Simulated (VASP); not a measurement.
## Sn: single point with r2SCAN

Crystal: Sn.

```xyz
2
Lattice="3.3424 0.0000 0.0000 -1.6712 2.8946 0.0000 0.0000 0.0000 5.5796" Properties=species:S:1:pos:R:3 pbc="T T T"
Sn    0.0000    1.9298    1.3949
Sn    1.6712    0.9649    4.1847
```

- Program: VASP 6.6.1
- Task: single point
- Functional: r2SCAN
- Potentials or basis: VASP PAW PBE potentials, release 64 (Sn_d)
- Cutoff: 520 eV
- k mesh: 6 × 6 × 3
- Occupations: fermi-dirac, width 0.1 eV
- Spin: no spin polarisation

* Pressure: 0.9 GPa
* Band gap on the k mesh: zero (band 14 reaches 14.54 eV, above the bottom of band 15 at 5.54 eV)

Stress tensor (GPa, compression positive):
```
0.89 0.00 0.00
0.00 0.89 0.00
0.00 0.00 1.02
```

Levels at points of the mesh, in eV from the Fermi level:
```
           k point  band 11  band 12  band 13  band 14  band 15  band 16  band 17  band 18
(0.00, 0.00, 0.00)   -11.73    -7.28    -4.95     6.42     6.42     7.98     8.24     8.24
(0.50, 0.00, 0.00)    -7.32    -6.15    -2.49    -1.74    -0.86     1.39     2.41     6.19
```

Wall time 30 s on 1 thread of Intel(R) Xeon(R) 6975P-C (Granite Rapids), on a shared host, peak memory 0.18 GiB.

Caveat: the k points lie up to 0.38 Å⁻¹ apart; the PAW data sets were made with another functional, which shifts forces and pressure a little; spin-orbit coupling is left out, which moves the levels of the heavy elements.
